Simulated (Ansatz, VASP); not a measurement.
**One calculation of CuI, two programs**

```
Cu I
1.0
     3.66139    0.00000    0.00000
     0.00000    3.66139    0.00000
     0.00000    0.00000    3.66139
Cu I
1 1
Direct
  0.00000 0.00000 0.00000
  0.50000 0.50000 0.50000
```

Alike in both runs: task single point; functional PBE-based screened hybrid with a share of 0.5 of exact exchange and HFSCREEN = 0.3; k mesh 4 × 4 × 4; occupations fermi-dirac, width 0.02 eV; no spin polarisation.

|  | VASP | Ansatz |
| --- | --- | --- |
| version | VASP 6.6.1 | Ansatz 0.2.0 |
| potentials or method | VASP PAW PBE potentials, release 64 (Cu, I) | plane waves |
| plane-wave cutoff (eV) | 520 | 420 |
| valence electrons in the cell | 18 | 36 |

```csv
,VASP,Ansatz,Ansatz less VASP
gap on the k mesh at the Fermi level (eV),1.16,1.16,-0.002
pressure (GPa),2.3,2.7,+0.34
```

VASP's potentials were made for PBE, not for PBE-based screened hybrid. VASP's potentials hold 18 valence electrons a cell and Ansatz's 36, so a difference there can come from the potentials and not from the codes. Ansatz's warnings: stress exchange threshold loose, stress scf threshold loose.

The k mesh is coarse, so the values compare programs but aren't converged. Neither program's run includes spin-orbit coupling.
